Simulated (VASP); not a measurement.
Runs of VASP 6.6.1 on Be6S. The structure is that of space group P31m (No. 157), or close to it. The cells are those of the table. 

| task | cell | k mesh | cutoff (eV) | smearing | gap on the mesh (eV) | pressure (GPa) | largest force (eV/Å) |
| --- | --- | --- | --- | --- | --- | --- | --- |
| single point | a = 3.936, b = 3.936, c = 5.861 Å, angles 90.0, 90.0, 120.0°, 7 atoms | 12 × 12 × 6 | 520 | gaussian 0.1 eV | none | 0.1 | 0.01 |
| single point | a = 3.936, b = 3.936, c = 5.861 Å, angles 90.0, 90.0, 120.0°, 7 atoms | 6 × 6 × 4 | 520 | gaussian 0.2 eV | none | 0.1 | 0.05 |
| single point | a = 3.930, b = 3.930, c = 5.902 Å, angles 90.0, 90.0, 120.0°, 7 atoms | 5 × 5 × 3 | 520 | gaussian 0.2 eV | none | -0.1 | (a) |
| relaxation of cell and atoms | relaxed from a = 3.950, b = 3.950, c = 5.000 Å, angles 90.0, 90.0, 120.0°, 7 atoms | 5 × 5 × 3 | 600 | gaussian 0.2 eV | none | -0.4 | 0.02 |

Alike in all rows: level PBE; potentials or basis VASP PAW PBE potentials, release 64 (Be, S); no spin polarisation.

Task: Estimate the missing entries.

Result: (a) 0.04.

Caveats: some runs use coarse meshes; the relaxation stopped at a loose force limit of 0.08 eV/Å, so its end isn't a converged minimum (some runs).

A gap of «none» marks levels without a gap at the run's occupations.
